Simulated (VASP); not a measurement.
Set up this calculation in VASP 6.6.1, as the native input.

```
Task                   : single point
Functional             : PBE
Potentials or basis    : VASP PAW PBE potentials, release 64 (V_sv, F)
Cutoff                 : 520 eV
k mesh                 : 12 × 12 × 12
Occupations            : gaussian, width 0.1 eV
Spin                   : no spin polarisation
Dipole correction      : no
Further INCAR settings : ALGO = Fast; EDIFF = 1e-07; NBANDS = 31
```

The structure of V3F lies in POSCAR:

```
V3F
1.0
    3.7170812802      0.0000000000      0.0000000000
    0.0000000000      3.7170812802      0.0000000000
    0.0000000000      0.0000000000      3.7170812802
V F
3 1
Direct
    0.0000000000      0.5000000000      0.5000000000
    0.5000000000      0.0000000000      0.5000000000
    0.5000000000      0.5000000000      0.0000000000
    0.0000000000      0.0000000000      0.0000000000
```

These files were run (other wordings do the same):

INCAR

```
ALGO = Fast ; EDIFF = 1E-7
ENCUT = 520 ; GGA = PE
ISIF = 2 ; ISMEAR = 0
LASPH = T ; LCHARG = T
LELF = T ; LREAL = F
LVHAR = T ; LWAVE = F
NBANDS = 31 ; NELM = 80
PREC = Accurate ; SIGMA = 0.1
```

KPOINTS

```
k-points
0
Gamma
  12 12 12
```

Potentials or basis: VASP PAW PBE potentials, release 64 (V_sv, F).

Command:

```sh
$ cat potpaw_PBE.64/V_sv/POTCAR potpaw_PBE.64/F/POTCAR > POTCAR
$ mpirun -np 1 vasp_std > vasp.out
```

Results of the run:

```yaml
Pressure: 0.0 GPa
Band_gap_on_the_k_mesh: zero (bands 23 and 24 overlap by 0.22 eV)
```

Caveat: the run has no spin polarisation, though such a crystal can be magnetic.

Wall time 3.6 min on 1 thread of Oxide Virtual Turin-like Processor (shared host), peak memory 0.19 GiB.
